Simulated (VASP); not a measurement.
BN: single point with PBEsol

Crystal: BN.

```xyz
2
Lattice="0.0000 3.4953 2.1661 1.2516 0.0000 2.1661 1.2516 3.4953 0.0000" Properties=species:S:1:pos:R:3 pbc="T T T"
B     1.1809    3.4246   -0.1998
N     1.2516    3.4953    2.8881
```

This cell differs from its parent crystal: atom 1 (B) moved by (-0.100, -0.200) A along [1 1 0] and z.

```json
{
 "Program": "VASP 6.6.1",
 "Task": "single point",
 "Functional": "PBEsol",
 "Potentials or basis": "VASP PAW PBE potentials, release 64 (B, N)",
 "Cutoff": "520 eV",
 "k mesh": "12 × 12 × 12",
 "Occupations": "gaussian, width 0.05 eV",
 "Spin": "no spin polarisation"
}
```

```yaml
Pressure: 19.2 GPa
Largest_force: 11.319 eV/Å
Band_gap_on_the_k_mesh: 1.80 eV (least direct gap 3.69 eV)
```

Forces on the atoms (eV/Å):
```
B     1.031   0.576  11.258
N    -1.031  -0.576 -11.258
```

Stress tensor (GPa, compression positive):
```
-4.74 -0.62 -6.25
-0.62 -0.24 -6.66
-6.25 -6.66 62.56
```

Levels at points of the mesh, in eV from the valence-band top:
| k point | band 1 | band 2 | band 3 | band 4 | band 5 | band 6 | band 7 | band 8 |
| --- | --- | --- | --- | --- | --- | --- | --- | --- |
| (0.00, 0.00, 0.00) | -18.71 | -5.49 | -4.47 | 0.00 | 3.73 | 7.96 | 12.27 | 12.56 |
| (0.50, 0.00, 0.00) | -15.68 | -9.81 | -4.65 | -2.19 | 3.91 | 7.37 | 12.27 | 14.76 |
| (0.50, 0.50, 0.50) | -15.46 | -9.52 | -5.82 | -2.59 | 4.78 | 8.17 | 12.31 | 14.89 |
| (0.00, 0.50, 0.00) | -15.46 | -9.51 | -5.81 | -2.65 | 5.12 | 8.07 | 12.02 | 14.44 |
| (0.00, 0.00, 0.50) | -15.68 | -9.81 | -4.64 | -2.26 | 4.17 | 7.31 | 12.04 | 14.39 |
| (0.50, 0.50, 0.00) | -15.99 | -10.08 | -4.05 | -1.02 | 3.75 | 8.75 | 10.57 | 12.78 |
| (0.50, 0.00, 0.50) | -18.51 | -7.13 | -4.44 | -0.02 | 7.78 | 8.47 | 10.50 | 14.52 |
| (0.00, 0.50, 0.50) | -15.90 | -9.88 | -4.10 | -1.89 | 1.80 | 9.17 | 13.73 | 16.36 |

Run time: 4.6 min on 1 thread of Intel Xeon 8259CL (shared host), peak memory 0.29 GiB.

Caveat: the cell differs from its parent crystal (atom 1 (B) moved by (-0.100, -0.200) A along [1 1 0] and z); the cell stands under pressure; the PAW data sets were made with another functional, which shifts forces and pressure a little. A k mesh can miss the band edges.
